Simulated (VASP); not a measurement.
LiCl:

```xyz
6
Lattice="4.7967 2.7694 1.1175 -4.7967 2.7694 1.1175 0.0000 -5.5387 1.1175" Properties=species:S:1:pos:R:3 pbc="T T T"
Li    2.9790   -1.7199    2.0088
Li   -2.9790   -1.7199    2.0088
Li    0.0000    3.4399    2.0088
Cl    0.0000   -3.4399    1.3438
Cl    2.9790    1.7199    1.3438
Cl   -2.9790    1.7199    1.3438
```

The cell was generated, and may not be a known phase.

- Program: VASP 6.6.1
- Task: relaxation of cell and atoms
- Functional: PBE
- Potentials or basis: VASP PAW PBE potentials, release 64 (Li_sv, Cl)
- Cutoff: 600 eV
- k mesh: 6 × 6 × 6
- Occupations: gaussian, width 0.1 eV
- Spin: no spin polarisation

At the start: pressure 18.2 GPa; volume 14.85 Å³/atom.

Problem. How do energy, volume and symmetry change on relaxing?

Solution. Over 11 steps the energy falls by 265.4 meV/atom and the volume is 20.65 Å³/atom (+39.1 %); space group R3m (No. 160, to 0.1 Å) before and after.

Step by step:
| step | energy change (eV) | largest force (eV/Å) | pressure (GPa) | volume (Å³) |
| --- | --- | --- | --- | --- |
| 1 | 0.0000 | 1.0329 | 18.20 | 89.07 |
| 2 | -1.4757 | 0.1519 | 3.02 | 112.63 |
| 3 | -1.5567 | 0.1113 | 1.01 | 119.07 |
| 4 | -1.5673 | 0.1382 | 0.19 | 122.33 |
| 5 | -1.5673 | 0.1439 | 0.02 | 123.07 |
| 6 | -1.5734 | 0.1281 | -0.03 | 123.36 |
| 7 | -1.5846 | 0.0753 | -0.15 | 124.24 |
| 8 | -1.5859 | 0.0573 | -0.20 | 124.67 |
| 9 | -1.5897 | 0.0400 | 0.00 | 123.90 |
| 10 | -1.5909 | 0.0365 | 0.20 | 123.16 |
| 11 | -1.5926 | 0.0322 | 0.04 | 123.90 |

Final structure:
```yaml
crystal:
  lattice:
    - [5.38824, 3.11090, 1.23194]
    - [-5.38824, 3.11090, 1.23194]
    - [0.00000, -6.22181, 1.23194]
  atoms:
    - { symbol: Li, position: [0.80097, 0.18497, 0.80097] }
    - { symbol: Li, position: [0.18497, 0.80097, 0.80097] }
    - { symbol: Li, position: [0.80097, 0.80097, 0.18497] }
    - { symbol: Cl, position: [0.19257, 0.19257, 0.82795] }
    - { symbol: Cl, position: [0.82795, 0.19257, 0.19257] }
    - { symbol: Cl, position: [0.19257, 0.82795, 0.19257] }
```

Caveat: the cutoff is under 1.25 times the usual one of these potentials, so pressure, stress and relaxed cells hold a basis-set (Pulay) error; the volume moved by over 15 % at a fixed basis, so the end points are rough.
